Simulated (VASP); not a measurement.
Write the native input for VASP 6.6.1 that does the following.

```
Task                   : single point
Functional             : LDA
Potentials or basis    : VASP PAW LDA potentials, release 64 (Pt)
Cutoff                 : 520 eV
k mesh                 : 20 × 20 × 20
Occupations            : gaussian, width 0.15 eV
Spin                   : no spin polarisation
Dipole correction      : no
Further INCAR settings : ALGO = Normal; EDIFF = 1e-06; NBANDS = 11
```

The structure of Pt lies in POSCAR:

```
Pt
1.0
    0.0000000000      1.9272996155      1.9272996155
    1.9272996155      0.0000000000      1.9272996155
    1.9272996155      1.9272996155      0.0000000000
Pt
1
Direct
    0.0000000000      0.0000000000      0.0000000000
```

The input as run:

INCAR

```
SYSTEM = Pt
  PREC = Accurate
  ENCUT = 520
  EDIFF = 1E-6
  ISMEAR = 0
  SIGMA = 0.15
  LREAL = .FALSE.
  LASPH = .TRUE.
  NELM = 80
  ALGO = Normal
  ISIF = 2
  LWAVE = .FALSE.
  LCHARG = .FALSE.
  GGA = CA
  NBANDS = 11
```

KPOINTS

```
regular mesh
0
G
  20 20 20
  0 0 0
```

Potentials or basis: VASP PAW LDA potentials, release 64 (Pt).

The run is started by

```bash
$ cat potpaw_LDA.64/Pt/POTCAR > POTCAR
$ mpirun -np 1 vasp_std > vasp.out
```

Results of the run:

The pressure is 11.1 GPa. The band gap on the k mesh is zero (band 5 reaches 12.74 eV, above the bottom of band 6 at 10.29 eV).

Caveat: spin-orbit coupling is left out, which moves the levels of the heavy elements.

It took 17 s on 1 thread of AMD EPYC 9R45 96-Core Processor (Zen 5) (shared host), peak memory 0.12 GiB.
